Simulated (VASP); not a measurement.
# Cs (Im-3m) in VASP: further runs, part 3 of 3

VASP 6.6.1. Earlier steps stand in the parts before.

### 5 Single point, PBEsol (volume scaled by 0.97)

Input file INCAR:

```
SYSTEM = Cs
ALGO = Normal
EDIFF = 1E-6
ENCUT = 520
GGA = PS
ISIF = 2
ISMEAR = 0
LASPH = .True.
LCHARG = .False.
LREAL = .False.
LWAVE = .False.
NBANDS = 10
NELM = 80
PREC = Accurate
SIGMA = 0.1
```

Input file KPOINTS:

```
k-points
0
Gamma
  10 10 10
  0 0 0
```

Input file POSCAR:

```
Cs
1.0
   -2.9748119644      2.9748119644      2.9748119644
    2.9748119644     -2.9748119644      2.9748119644
    2.9748119644      2.9748119644     -2.9748119644
Cs
1
Direct
    0.0000000000      0.0000000000      0.0000000000
```

Potentials or basis: VASP PAW PBE potentials, release 64 (Cs_sv).

Launch:

```
$ cat potpaw_PBE.64/Cs_sv/POTCAR > POTCAR
$ mpirun -np 1 vasp_std > vasp.out
```

OUTCAR:

```text
SYSTEM = Cs
   EDIFF = 1E-6
   ENCUT = 520
   GGA = PS
   ISIF = 2
   ISMEAR = 0
   LASPH = .True.
   LREAL = .False.
   NELM = 80
   PREC = Accurate

 ion  position               nearest neighbor table
   1  0.000  0.000  0.000-

  LATTYP: Found a body centered cubic cell.
 ALAT       =     5.9496239288

  Lattice vectors:

 A1 = (  -2.9748119644,   2.9748119644,   2.9748119644)
 A2 = (   2.9748119644,  -2.9748119644,   2.9748119644)
 A3 = (   2.9748119644,   2.9748119644,  -2.9748119644)

Analysis of symmetry for initial positions (statically):
=====================================================================
 Subroutine PRICEL returns:
 Original cell was already a primitive cell.

 Routine SETGRP: Setting up the symmetry group for a
 body centered cubic supercell.

 Subroutine GETGRP returns: Found 48 space group operations
 (whereof 48 operations were pure point group operations)
 out of a pool of 48 trial point group operations.

The static configuration has the point symmetry O_h .

Analysis of symmetry for dynamics (positions and initial velocities):
=====================================================================
 Subroutine PRICEL returns:
 Original cell was already a primitive cell.

 Routine SETGRP: Setting up the symmetry group for a
 body centered cubic supercell.

 Subroutine GETGRP returns: Found 48 space group operations
 (whereof 48 operations were pure point group operations)
 out of a pool of 48 trial point group operations.

The dynamic configuration has the point symmetry O_h .

 Subroutine INISYM returns: Found 48 space group operations
 (whereof 48 operations are pure point group operations),
 and found     1 'primitive' translations

----------------------------------------------------------------------------------------

                                     Primitive cell

  volume of cell :     105.3025

  direct lattice vectors                    reciprocal lattice vectors
    -2.974811964  2.974811964  2.974811964     0.000000000  0.168077850  0.168077850
     2.974811964 -2.974811964  2.974811964     0.168077850  0.000000000  0.168077850
     2.974811964  2.974811964 -2.974811964     0.168077850  0.168077850  0.000000000

  length of vectors
     5.152525465  5.152525465  5.152525465     0.237697975  0.237697975  0.237697975

  position of ions in fractional coordinates (direct lattice)
     0.000000000  0.000000000  0.000000000

  ion indices of the primitive-cell ions
   primitive index   ion index
                 1           1

----------------------------------------------------------------------------------------

 KPOINTS: k-points

Automatic generation of k-mesh.
 Grid dimensions read from file:
 generate k-points for:   10   10   10

 Generating k-lattice:

  Cartesian coordinates                     Fractional coordinates (reciprocal lattice)
     0.000000000  0.016807785  0.016807785     0.100000000  0.000000000  0.000000000
     0.016807785  0.000000000  0.016807785     0.000000000  0.100000000  0.000000000
     0.016807785  0.016807785  0.000000000     0.000000000  0.000000000  0.100000000

  Length of vectors
     0.023769798  0.023769798  0.023769798

  Shift w.r.t. Gamma in fractional coordinates (k-lattice)
     0.000000000  0.000000000  0.000000000

 Subroutine IBZKPT returns following result:
 ===========================================

 Found     47 irreducible k-points:

 Following reciprocal coordinates:
            Coordinates               Weight
  0.000000  0.000000  0.000000      1.000000
  0.100000  0.000000  0.000000     12.000000
  0.200000  0.000000  0.000000     12.000000
  0.300000  0.000000  0.000000     12.000000
  0.400000  0.000000  0.000000     12.000000
  0.500000  0.000000  0.000000      6.000000
[... 16 lines left out ...]
  0.300000  0.300000  0.100000      8.000000
 -0.300000  0.300000  0.100000     24.000000
 [... further k-points ...]
   k-points           NKPTS =     47   k-points in BZ     NKDIM =     47   number of bands    NBANDS=     10
   number of dos      NEDOS =    301   number of ions     NIONS =      1
   total plane-waves  NPLWV =  64000
   dimension x,y,z NGX =    40 NGY =   40 NGZ =   40
   dimension x,y,z NGXF=    80 NGYF=   80 NGZF=   80
   ions per type =               1
   NGX,Y,Z   is equivalent  to a cutoff of  12.91, 12.91, 12.91 a.u.
   NGXF,Y,Z  is equivalent  to a cutoff of  25.81, 25.81, 25.81 a.u.
 SYSTEM =  Cs
   PREC   = accura    normal or accurate (medium, high low for compatibility)
   ISTART =      0    job   : 0-new  1-cont  2-samecut
   ICHARG =      2    charge: 1-file 2-atom 10-const
   ISPIN  =      1    spin polarized calculation?
   LNONCOLLINEAR =      F non collinear calculations
   LSORBIT =      F    spin-orbit coupling
   LASPH  =      T    aspherical Exc in radial PAW
   ENCUT  =  520.0 eV  38.22 Ry    6.18 a.u.   9.58  9.58  9.58*2*pi/ulx,y,z
   NELM   =     80;   NELMIN=  2; NELMDL= -5     # of ELM steps
   EDIFF  = 0.1E-05   stopping-criterion for ELM
   LREAL  =      F    real-space projection
   EDIFFG = 0.1E-04   stopping-criterion for IOM
   NSW    =      0    number of steps for IOM
   IBRION =     -1    ionic relax: 0-MD 1-quasi-New 2-CG
   NFREE  =      0    steps in history (QN), initial steepest desc. (CG)
   ISIF   =      2    stress and relaxation
   ISYM   =      2    0-nonsym 1-usesym 2-fastsym
   POTIM  = 0.5000    time-step for ionic-motion
   TEBEG  =    0.0;   TEEND  =   0.0 temperature during run
   PSTRESS=    0.0 pullay stress
   NELECT =       9.0000    total number of electrons
   NUPDOWN=      -1.0000    fix difference up-down
   EMIN   =  10.00;   EMAX   =-10.00  energy-range for DOS
   EFERMI =   0.00;   METHOD = LEGACY
   ISMEAR =     0;   SIGMA  =   0.10  broadening in eV -4-tet -1-fermi 0-gaus
   EFERMI_NEDOS =   21; number of points for ismear=-14 and -15
   IALGO  =     38    algorithm
   IMIX   =      4    mixing-type and parameters
     AMIX     =   0.40;   BMIX     =  1.00
     AMIX_MAG =   1.60;   BMIX_MAG =  1.00
  volume/ion in A,a.u.               =     105.30       710.62
  Fermi-wavevector in a.u.,A,eV,Ry     =   0.721123  1.362725  7.075284  0.520019
  Thomas-Fermi vector in A             =   1.810751
   LORBIT       =      0    0 simple, 1 ext, 2 COOP (PROOUT), +10 PAW based schemes
   GGA     = PS    functional components
   LHFCALC =     F    Hartree Fock is set to
   AEXX    =    0.0000 exact exchange contribution
   IVDW    =     0    specifies the selected vdW correction
   LEPSILON=     F    determine dielectric tensor
   LRPA    =     F    only Hartree local field effects (RPA)
 non-spin polarized calculation
 Gauss-broadening in eV      SIGMA  =   0.10
  energy-cutoff  :      520.00
  volume of cell :      105.30
 maximum number of plane-waves:      2899
 NGX is ok and might be reduce to    40
   NGX = 19   NGY = 19   NGZ = 19

 number of electron       9.0000000 magnetization

 Free energy of the ion-electron system (eV)
  ---------------------------------------------------
  ext. energy  EPLUGINS =         0.00000000
  ---------------------------------------------------
  free energy    TOTEN  =        -0.94208229 eV

  energy without entropy =       -0.93262745  energy(sigma->0) =       -0.93735487

 E-fermi :   0.6000     XC(G=0):  -5.7112

 val. band max:        0.5891416386   @ k =   0.5000   0.0000   0.0000
 cond. band min:       0.6041990662   @ k =   0.4000   0.1000   0.0000
 fundamental gap:      0.0150574276
 Fermi energy:         0.6000001431

 k-point     1 :       0.0000    0.0000    0.0000
  band No.  band energies     occupation
      1     -23.2003      2.00000
      2      -9.9038      2.00000
      3      -9.9038      2.00000
      4      -9.9038      2.00000
      5      -1.1789      2.00000
      6       3.1464      0.00000
      7       3.1464      0.00000
      8       3.1464      0.00000
      9       4.0877      0.00000
     10       4.0877      0.00000

 k-point     2 :       0.1000    0.0000    0.0000
  band No.  band energies     occupation
      1     -23.1993      2.00000
      2      -9.9225      2.00000
      3      -9.9097      2.00000
      4      -9.9039      2.00000
      5      -1.0577      2.00000
      6       3.0170      0.00000
      7       3.0317      0.00000
      8       3.2693      0.00000
      9       3.9002      0.00000
     10       4.0642      0.00000
[... 274 lines left out ...]
 k-point    24 :      -0.3000    0.3000    0.1000
  band No.  band energies     occupation
      1     -23.1928      2.00000
      2     -10.0254      2.00000
      3      -9.9505      2.00000
      4      -9.9182      2.00000
      5      -0.1074      2.00000
      6       2.1142      0.00000
      7       2.5638      0.00000
      8       3.4349      0.00000
      9       4.1721      0.00000
     10       4.4844      0.00000

 [... further k-points ...]
[... 5 lines left out ...]
  --------------------------------------------------------------------------------------
  -------------------------------------------------------------------------------------
  Total        0.0386848      0.0386848      0.0386848      0.0000000     -0.0000000     -0.0000000
  in kB        0.5885889      0.5885889      0.5885889      0.0000000     -0.0000000     -0.0000000
  external PRESSURE =       0.5885889 kB  Pullay stress =       0.0000000 kB

 VOLUME and BASIS-vectors are now :
 -----------------------------------------------------------------------------
  energy-cutoff  :      520.00
  volume of cell :      105.30
      direct lattice vectors                 reciprocal lattice vectors
    -2.974811964  2.974811964  2.974811964     0.000000000  0.168077850  0.168077850
     2.974811964 -2.974811964  2.974811964     0.168077850  0.000000000  0.168077850
     2.974811964  2.974811964 -2.974811964     0.168077850  0.168077850  0.000000000

 POSITION                                       TOTAL-FORCE (eV/Angst)
 -----------------------------------------------------------------------------------
      0.00000      0.00000      0.00000        -0.000000     -0.000000     -0.000000
 -----------------------------------------------------------------------------------
    total drift:                               -0.000000      0.000000     -0.000000

  FREE ENERGIE OF THE ION-ELECTRON SYSTEM (eV)
  ---------------------------------------------------
  free  energy   TOTEN  =        -0.9420822897 eV

  energy  without entropy=       -0.9326274475  energy(sigma->0) =       -0.93735487
```

OSZICAR:

```text
N       E                     dE             d eps       ncg     rms          rms(c)
DAV:   1     0.522213380625E+02    0.52221E+02   -0.29977E+03   940   0.635E+02
DAV:   2     0.415590466466E+01   -0.48065E+02   -0.46855E+02  1262   0.107E+02
DAV:   3    -0.871868403393E+00   -0.50278E+01   -0.50228E+01  1090   0.397E+01
DAV:   4    -0.942133448951E+00   -0.70265E-01   -0.70254E-01  1170   0.552E+00
DAV:   5    -0.942422101287E+00   -0.28865E-03   -0.28865E-03  1292   0.334E-01    0.133E-01
DAV:   6    -0.941937429051E+00    0.48467E-03   -0.12994E-03  1166   0.173E-01    0.907E-02
DAV:   7    -0.942019166267E+00   -0.81737E-04   -0.29915E-03  1178   0.278E-01    0.353E-02
DAV:   8    -0.942081498778E+00   -0.62333E-04   -0.97843E-05  1042   0.699E-02    0.510E-03
DAV:   9    -0.942082809000E+00   -0.13102E-05   -0.23642E-06  1422   0.849E-03    0.275E-03
DAV:  10    -0.942082289693E+00    0.51931E-06   -0.52746E-07   592   0.398E-03
   1 F= -.94208229E+00 E0= -.93735487E+00  d E =-.945484E-02
```

stdout:

```text
POSCAR found type information on POSCAR Cs
 POSCAR found :  1 types and       1 ions
 scaLAPACK will be used
 -----------------------------------------------------------------------------
|                                                                             |
|                                                                             |
|     You enforced a specific xc type in the INCAR file but a different       |
|     I HOPE YOU KNOW WHAT YOU ARE DOING!                                     |
|                                                                             |
 -----------------------------------------------------------------------------

 LDA part: xc-table for (Slater+PW92), standard interpolation
 POSCAR, INCAR and KPOINTS ok, starting setup
 FFT: planning ... GRIDC
 FFT: planning ... GRID_SOFT
 FFT: planning ... GRID
 WAVECAR not read
 entering main loop
```

Wall time 22 s (1 thread of Intel Xeon Platinum 8488C (Sapphire Rapids), shared host); peak memory 0.24 GiB.

Results:

```
Free energy : -0.9421 eV
Pressure    : 0.1 GPa
```

Caveat: the PAW data sets were made with another functional, which shifts forces and pressure a little; spin-orbit coupling is left out, which moves the levels of the heavy elements.

### 6 Overview

| cell | gap on the mesh (eV) | pressure (GPa) |
| --- | --- | --- |
| a = 4.988 Å, angles 109.5°, 1 atom | none | 0.3 |
| a = 5.044 Å, angles 109.5°, 1 atom | none | 0.2 |
| a = 5.099 Å, angles 109.5°, 1 atom | none | 0.1 |
| a = 5.153 Å, angles 109.5°, 1 atom | none | 0.1 |

Alike in all rows: task single point; level PBEsol; potentials or basis VASP PAW PBE potentials, release 64 (Cs_sv); no spin polarisation; k mesh 10 × 10 × 10; cutoff (eV) 520; smearing gaussian 0.1 eV.

Caveats: the PAW data sets were made with another functional, which shifts forces and pressure a little; spin-orbit coupling is left out, which moves the levels of the heavy elements.

Absolute energies hang on the potentials; compare differences alone.
